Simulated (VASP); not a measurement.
Set up this calculation in VASP 6.6.1, as the native input.

```yaml
Task: relaxation of cell and atoms
Functional: PBEsol
Potentials_or_basis: VASP PAW PBE potentials, release 64 (Mo_sv, Bi_d)
Cutoff: 500 eV
k_mesh: 12 × 12 × 12
Occupations: fermi-dirac, width 0.05 eV
Spin: no spin polarisation
Target_pressure: 2.1 GPa
Dipole_correction: no
Further_INCAR_settings: ALGO = Normal; EDIFF = 1e-07; IBRION = 2; EDIFFG = -0.005; NSW = 60; ISIF = 3
```

The structure of BiMo (CsCl type) lies in POSCAR:

```
BiMo
1.0
    3.4317056066      0.0000000000      0.0000000000
    0.0000000000      3.4317056066      0.0000000000
    0.0000000000      0.0000000000      3.4317056066
Mo Bi
1 1
Direct
    0.0000000000      0.0000000000      0.0000000000
    0.5000000000      0.5000000000      0.5000000000
```

The input as run:

INCAR

```
SYSTEM = BiMo
PREC = Accurate
ENCUT = 500
EDIFF = 1E-7
ISMEAR = -1
SIGMA = 0.05
LREAL = .FALSE.
LASPH = .TRUE.
NELM = 120
ALGO = Normal
ISIF = 3
LWAVE = .FALSE.
LCHARG = .FALSE.
GGA = PS
IBRION = 2
NSW = 60
EDIFFG = -0.005
PSTRESS = 21.0
GGA_COMPAT = .FALSE.
NELMIN = 4
```

KPOINTS

```
Automatic mesh
0
G
  12 12 12
  0 0 0
```

Potentials or basis: VASP PAW PBE potentials, release 64 (Mo_sv, Bi_d).

Launch:

```bash
$ cat potpaw_PBE.64/Mo_sv/POTCAR potpaw_PBE.64/Bi_d/POTCAR > POTCAR
$ mpirun -np 1 vasp_std > vasp.out
```

Results of the run:

```
Relaxed volume                                             : 19.17 Å³/atom
Relaxed cell                                               : a = 3.372 Å, b = 3.372 Å, c = 3.372 Å, α = 90.00°, β = 90.00°, γ = 90.00°
Space group after relaxing (to 0.1 Å)                      : Pm-3m (No. 221)
Energy change on relaxing (the run minimises the enthalpy) : -11.8 meV/atom
Ionic steps                                                : 7
Pressure after relaxing                                    : 2.1 GPa
Band gap on the k mesh                                     : zero (an odd number of electrons rules out a gap without spin polarisation)
```

Caveat: the cell is relaxed towards a set pressure, so the run minimises the enthalpy, not the energy; the PAW data sets were made with another functional, which shifts forces and pressure a little; spin-orbit coupling is left out, which moves the levels of the heavy elements.

Wall time 2.6 min on 1 thread of AMD EPYC 9R45 96-Core Processor (Zen 5) (shared host), peak memory 0.18 GiB.
